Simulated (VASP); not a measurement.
Input of a VASP 6.6.1 run:

Contents of INCAR:

```
PREC     = Accurate       # precision mode
ENCUT    = 500            # plane-wave cutoff, eV
EDIFF    = 1E-6           # SCF threshold, eV
ISMEAR   = 0              # smearing method
SIGMA    = 0.2            # smearing width, eV
LREAL    = F              # projectors in reciprocal space
LASPH    = T              # aspherical terms in the spheres
NELM     = 120            # most SCF steps
ALGO     = Normal         # electronic algorithm
ISIF     = 2              # what is computed and relaxed
LWAVE    = F              # write WAVECAR
LCHARG   = F              # write CHGCAR
GGA      = PE             # functional
NBANDS   = 30             # bands
GGA_COMPAT= F
```

Contents of KPOINTS:

```
regular mesh
0
Gamma
  4 4 4
```

File POSCAR:

```
SiP7
1.0
   -3.0599115043      3.0599115043      3.0599115043
    3.0599115043     -3.0599115043      3.0599115043
    3.0599115043      3.0599115043     -3.0599115043
Si P
1 7
Direct
    0.0000000000      0.0000000000      0.0000000000
    0.0000000000      0.5000000000      0.5000000000
    0.5000000000      0.5000000000      0.0000000000
    0.5000000000      0.0000000000      0.5000000000
    0.0000000000      0.0000000000      0.5000000000
    0.0000000000      0.5000000000      0.0000000000
    0.5000000000      0.0000000000      0.0000000000
    0.5000000000      0.5000000000      0.5000000000
```

Potentials or basis: VASP PAW PBE potentials, release 64 (Si, P).

Command:

```bash
$ cat potpaw_PBE.64/Si/POTCAR potpaw_PBE.64/P/POTCAR > POTCAR
$ mpirun -np 1 vasp_std > vasp.out
```

(1) Estimate the pressure.

## Answers

(1) 0.4 GPa.

Caveat: the k points lie up to 0.36 Å⁻¹ apart.
